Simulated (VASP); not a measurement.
Write the native input for VASP 6.6.1 that does the following.

```yaml
Task: single point
Functional: PBEsol
Potentials_or_basis: VASP PAW PBE potentials, release 64 (Ta_pv, N)
Cutoff: 520 eV
k_mesh: 14 × 14 × 10
Occupations: gaussian, width 0.15 eV
Spin: no spin polarisation
Dipole_correction: no
Further_INCAR_settings: ALGO = Normal; EDIFF = 1e-06; NBANDS = 24
```

The structure of TaN lies in POSCAR:

```
TaN
1.0
    0.0000000000     -2.1874436362     -2.1874436362
    0.0000000000      2.1874436362     -2.1874436362
    4.3748872723      0.0000000000      0.0000000000
Ta N
2 2
Direct
    0.5237167902      0.4762832098     -0.0278415704
   -0.0237167902      0.0237167902      0.5278415704
    0.4739421857      0.5260578143      0.4403413200
    0.0260578143     -0.0260578143      0.0596586800
```

This cell differs from its parent crystal: atoms displaced along a vibrational mode.

These files were run (other wordings do the same):

INCAR

```
ALGO = Normal
EDIFF = 1E-6
ENCUT = 520
GGA = PS
ISIF = 2
ISMEAR = 0
LASPH = T
LCHARG = T
LELF = T
LREAL = F
LVHAR = T
LWAVE = F
NBANDS = 24
NELM = 80
PREC = Accurate
SIGMA = 0.15
```

KPOINTS

```
k-points
0
Gamma
  14 14 10
```

Potentials or basis: VASP PAW PBE potentials, release 64 (Ta_pv, N).

The run is started by

```console
$ cat potpaw_PBE.64/Ta_pv/POTCAR potpaw_PBE.64/N/POTCAR > POTCAR
$ mpirun -np 1 vasp_std > vasp.out
```

It gave:

* Pressure: 3.8 GPa
* Largest force: 2.103 eV/Å
* Band gap on the k mesh: zero (bands 16 and 17 overlap by 2.67 eV)

Caveat: the cell differs from its parent crystal (atoms displaced along a vibrational mode); the cell stands under pressure; the PAW data sets were made with another functional, which shifts forces and pressure a little; spin-orbit coupling is left out, which moves the levels of the heavy elements.

Run time: 3.4 min on 1 thread of Intel(R) Xeon(R) 6975P-C (Granite Rapids) (shared host), peak memory 0.52 GiB.
